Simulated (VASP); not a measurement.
# Rh: single point with RPBE

Crystal: Rh.

```xyz
2
Lattice="2.7058 0.0000 0.0000 -1.3529 2.3433 0.0000 0.0000 0.0000 4.3586" Properties=species:S:1:pos:R:3 pbc="T T T"
Rh    0.0000    1.5622    1.0897
Rh    1.3529    0.7811    3.2690
```

This cell differs from its parent crystal: volume scaled by 0.96.

```yaml
Program: VASP 6.6.1
Task: single point
Functional: RPBE
Potentials_or_basis: VASP PAW PBE potentials, release 64 (Rh_pv)
Cutoff: 520 eV
k_mesh: 15 × 15 × 8
Occupations: fermi-dirac, width 0.1 eV
Spin: no spin polarisation
```

The pressure is 10.7 GPa. The band gap on the k mesh is zero (band 15 reaches 12.62 eV, above the bottom of band 16 at 10.32 eV).

Stress tensor (GPa, compression positive):
```
10.62  0.00  0.00
 0.00 10.62  0.00
 0.00  0.00 10.74
```

Levels at points of the mesh, in eV from the Fermi level:
```tsv
k point	band 12	band 13	band 14	band 15	band 16	band 17	band 18	band 19
(0.00, 0.00, 0.00)	-2.47	-2.47	-1.91	-1.91	0.14	0.14	0.80	8.68
(0.00, 0.00, 0.50)	-3.11	-3.11	-3.11	-0.43	-0.43	-0.43	-0.43	14.88
```

Run time: 20 s on 1 thread of Intel(R) Xeon(R) 6975P-C (Granite Rapids), on a shared host, peak memory 0.18 GiB.

Caveat: the PAW data sets were made with another functional, which shifts forces and pressure a little.
